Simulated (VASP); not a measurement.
Runs of VASP 6.6.1 on La3O2. The structure is that of space group P-3m1 (No. 164), or close to it. The cells are those of the table. 

```tsv
task	cell	k mesh	cutoff (eV)	gap on the mesh (eV)	pressure (GPa)	relaxed volume (Å³/atom)	largest force (eV/Å)
relaxation of cell and atoms	relaxed from a = 3.686, b = 3.686, c = 9.455 Å, angles 90.0, 90.0, 120.0°, 5 atoms	12 × 12 × 4	600	none	0.0	22.23	0.01
single point	a = 4.776, b = 4.776, c = 7.495 Å, angles 90.0, 90.0, 120.0°, 5 atoms	6 × 6 × 2	520	none	-12.9	-	(a)
single point	a = 3.689, b = 3.689, c = 9.456 Å, angles 90.0, 90.0, 120.0°, 5 atoms	12 × 12 × 4	520	none	-0.1	-	0.01
relaxation of cell and atoms	relaxed from a = 4.776, b = 4.776, c = 7.495 Å, angles 90.0, 90.0, 120.0°, 5 atoms	6 × 6 × 2	600	none	-0.1	22.17	0.03
single point	a = 3.686, b = 3.686, c = 9.455 Å, angles 90.0, 90.0, 120.0°, 5 atoms	6 × 6 × 2	520	none	0.0	-	0.01
```

Alike in all rows: level PBE; potentials or basis VASP PAW PBE potentials, release 64 (La, O); no spin polarisation; smearing gaussian 0.1 eV.

Task: Fill in the values left out.

Result: (a) 0.70.

Caveats: some runs use coarse meshes; spin-orbit coupling is left out, which moves the levels of the heavy elements; an odd number of electrons without spin polarisation forces a metal; a magnetic or distorted state may lie lower; the volume moved by over 15 % at a fixed basis, so the end points are rough (some runs).

A k mesh can miss the band edges, and the runs leave out spin-orbit coupling on La.

A gap of «none» marks levels without a gap at the run's occupations.
